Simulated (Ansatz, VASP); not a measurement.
**Cu: VASP beside Ansatz**

INCAR

```
PREC = Accurate ; ENCUT = 520
EDIFF = 1E-7 ; ISMEAR = 0
SIGMA = 0.15 ; LREAL = False
LASPH = True ; NELM = 60
ALGO = Fast ; ISIF = 2
LWAVE = False ; LCHARG = False
GGA = PE ; NBANDS = 12
```

The input KPOINTS:

```
regular mesh
0
Gamma
  22 22 22
```

The input POSCAR:

```
Cu
1.0
    0.0000000000      1.8346125000      1.8346125000
    1.8346125000      0.0000000000      1.8346125000
    1.8346125000      1.8346125000      0.0000000000
Cu
1
Direct
    0.0000000000      0.0000000000      0.0000000000
```

Input for Ansatz:

```yaml
crystal:
  lattice:
    - [0.0, 1.8346125, 1.8346125]
    - [1.8346125, 0.0, 1.8346125]
    - [1.8346125, 1.8346125, 0.0]
  atoms:
    - { symbol: Cu, position: [0.0, 0.0, 0.0] }
basis:
  ecutwfc: 420
kpoints:
  mp_grid: { grid: [22, 22, 22] }
hamiltonian:
  xc: pbe
scf:
  occupations: { method: gaussian, width: 0.15 }
output:
  forces: true
  stress: true
  eigenvalues: true
```

Change from the starting cell: strain +0.015 along x and y, +0.015 along z, atoms carried along.

Alike in both runs: task single point; functional PBE; k mesh 22 × 22 × 22; occupations gaussian, width 0.15 eV; no spin polarisation.

|  | VASP | Ansatz |
| --- | --- | --- |
| version | VASP 6.6.1 | Ansatz 0.2.0 |
| potentials or method | VASP PAW PBE potentials, release 64 (Cu), cutoff 520 eV | scalar-relativistic, plane waves, PAW |
| valence electrons in the cell | 11 | 19 |

Ansatz gave:

- gap on the k mesh at the Fermi level (eV): none
- pressure (GPa): -4.2

Estimate VASP's values.

gap on the k mesh at the Fermi level (eV): none; pressure (GPa): -3.5.

A gap of «none» marks a metal or a gap that the smearing closes. VASP's potentials hold 11 valence electrons a cell and Ansatz's 19, so a difference there can come from the potentials and not from the codes.
